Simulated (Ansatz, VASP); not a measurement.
# One calculation of Si2Ni, two programs

File INCAR:

```
SYSTEM = Si2Ni
PREC = Accurate
ENCUT = 520
EDIFF = 1E-6
ISMEAR = 0
SIGMA = 0.15
LREAL = .FALSE.
LASPH = .TRUE.
NELM = 100
ALGO = Normal
ISIF = 2
LWAVE = .FALSE.
LCHARG = .TRUE.
GGA = CA
LELF = .TRUE.
LVHAR = .TRUE.
NBANDS = 16
```

Contents of KPOINTS:

```
regular mesh
0
G
  14 14 14
  0 0 0
```

The input POSCAR:

```
Si2Ni
1.0
    0.0000000000      2.6754800491      2.6754800491
    2.6754800491      0.0000000000      2.6754800491
    2.6754800491      2.6754800491      0.0000000000
Si Ni
2 1
Direct
    0.2500000000      0.2500000000      0.2500000000
    0.7500000000      0.7500000000      0.7500000000
    0.0000000000      0.0000000000      0.0000000000
```

Input for Ansatz:

```yaml
crystal:
  lattice:
    - [0.0, 2.6754800491, 2.6754800491]
    - [2.6754800491, 0.0, 2.6754800491]
    - [2.6754800491, 2.6754800491, 0.0]
  atoms:
    - { symbol: Si, position: [0.25, 0.25, 0.25] }
    - { symbol: Si, position: [0.75, 0.75, 0.75] }
    - { symbol: Ni, position: [0.0, 0.0, 0.0] }
basis:
  ecutwfc: 520.0
kpoints:
  mp_grid: { grid: [14, 14, 14] }
hamiltonian:
  xc: lda
  pseudopotentials: { kind: paw, azcp: { folder: soft_1 } }
scf:
  occupations: { method: gaussian, width: 0.15 }
  lower_state_search: "off"
output:
  forces: true
  stress: true
  eigenvalues: true
```

Alike in both runs: task single point; functional LDA; k mesh 14 × 14 × 14; occupations gaussian, width 0.15 eV; no spin polarisation.

```csv
,VASP,Ansatz
version,VASP 6.6.1,Ansatz 0.2.0
potentials or method,"VASP PAW LDA potentials, release 64 (Si, Ni), cutoff 520 eV","scalar-relativistic, plane waves, PAW"
valence electrons in the cell,18,26
```

Ansatz gave:

```
gap on the k mesh at the Fermi level (eV) : none
pressure (GPa)                            : 0.0
```

What did VASP give for the same quantities?

gap on the k mesh at the Fermi level (eV): none; pressure (GPa): 0.2.

Ansatz warns that its potentials were made for another functional, while VASP's fit it. LDA's correlation is that of Perdew and Zunger in VASP and of Perdew and Wang (1992) in Ansatz. A gap of «none» marks a metal or a gap that the smearing closes. VASP's potentials hold 18 valence electrons a cell and Ansatz's 26, so a difference there can come from the potentials and not from the codes.
